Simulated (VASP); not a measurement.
SnSe5: single point with PBE

The system is SnSe5.

```xyz
6
Lattice="7.2446 0.0000 0.0000 -3.6223 6.2740 0.0000 0.0000 0.0000 3.5275" Properties=species:S:1:pos:R:3 pbc="T T T"
Sn    0.0000    0.0000    0.0000
Se    0.0000    4.1826    0.0000
Se    3.6223    2.0913    0.0000
Se    3.6223    0.0000    1.7637
Se    1.8111    3.1370    1.7637
Se   -1.8111    3.1370    1.7637
```

The cell was generated, and may not be a known phase.

| Quantity | Value |
| --- | --- |
| Program | VASP 6.6.1 |
| Task | single point |
| Functional | PBE |
| Potentials or basis | VASP PAW PBE potentials, release 64 (Sn_d, Se) |
| Cutoff | 520 eV |
| k mesh | 6 × 6 × 8 |
| Occupations | gaussian, width 0.1 eV |
| Spin | no spin polarisation |
| Dipole correction | no |
| Further INCAR settings | ALGO = Normal; EDIFF = 1e-06; NBANDS = 31 |

| Property | Result |
| --- | --- |
| Pressure | 0.0 GPa |
| Band gap on the k mesh | zero (bands 22 and 23 overlap by 1.39 eV) |

Stress tensor (GPa, compression positive):
```
-0.03  0.00  0.00
 0.00 -0.03  0.00
 0.00  0.00  0.06
```

Levels at points of the mesh, in eV from the Fermi level:
| k point | band 19 | band 20 | band 21 | band 22 | band 23 | band 24 | band 25 | band 26 |
| --- | --- | --- | --- | --- | --- | --- | --- | --- |
| (0.00, 0.00, 0.00) | -1.57 | -1.32 | -1.00 | -0.82 | -0.82 | 1.45 | 1.45 | 2.97 |
| (0.50, 0.00, 0.00) | -1.51 | -0.82 | -0.57 | -0.48 | 0.78 | 1.00 | 1.10 | 1.61 |
| (0.00, 0.00, 0.50) | -2.29 | -1.62 | -1.60 | -0.89 | -0.89 | -0.39 | 1.03 | 1.03 |
| (0.50, 0.00, 0.50) | -2.22 | -1.79 | -0.64 | -0.64 | 0.00 | 0.64 | 0.89 | 1.20 |

Run time: 2.3 min on 1 thread of AMD EPYC 9R45 96-Core Processor (Zen 5), with other jobs on the host, peak memory 0.32 GiB.

Caveat: spin-orbit coupling is left out, which moves the levels of the heavy elements.
